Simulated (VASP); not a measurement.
Write the native input for VASP 6.6.1 that does the following.

| Item | Value |
| --- | --- |
| Task | single point |
| Functional | PBE |
| Potentials or basis | VASP PAW PBE potentials, release 64 (Nb_sv, As) |
| Cutoff | 520 eV |
| k mesh | 11 × 11 × 11 |
| Occupations | fermi-dirac, width 0.05 eV |
| Spin | no spin polarisation |
| Dipole correction | no |
| Further INCAR settings | ALGO = Normal; EDIFF = 1e-06; NBANDS = 26 |

The structure of NbAs lies in POSCAR:

```
NbAs
1.0
   -1.7025248434      1.7025248434      5.7610714056
    1.7025248434     -1.7025248434      5.7610714056
    1.7025248434      1.7025248434     -5.7610714056
Nb As
2 2
Direct
    0.5000000000      0.0000000000      0.5000000000
    0.7500000000      0.7500000000      0.0000000000
    0.9160000000      0.4160000000      0.5000000000
    0.1660000000      0.1660000000      0.0000000000
```

One way to write it, as run:

INCAR

```
SYSTEM = NbAs
  PREC = Accurate
  ENCUT = 520
  EDIFF = 1E-6
  ISMEAR = -1
  SIGMA = 0.05
  LREAL = .False.
  LASPH = .True.
  NELM = 80
  ALGO = Normal
  ISIF = 2
  LWAVE = .False.
  LCHARG = .True.
  GGA = PE
  LELF = .True.
  LVHAR = .True.
  NBANDS = 26
```

KPOINTS

```
regular mesh
0
Gamma
  11 11 11
  0 0 0
```

Potentials or basis: VASP PAW PBE potentials, release 64 (Nb_sv, As).

Launch:

```sh
$ cat potpaw_PBE.64/Nb_sv/POTCAR potpaw_PBE.64/As/POTCAR > POTCAR
$ mpirun -np 1 vasp_std > vasp.out
```

It gave:

| Item | Value |
| --- | --- |
| Pressure | 11.3 GPa |
| Largest force | 0.353 eV/Å |
| Band gap on the k mesh | 0.03 eV (least direct gap 0.09 eV) |

Caveat: the cell stands under pressure; an odd mesh through Γ misses points on the zone boundary, where band edges can lie.

Wall time 14 min on 1 thread of Intel Xeon 8259CL, on a shared host, peak memory 0.45 GiB.
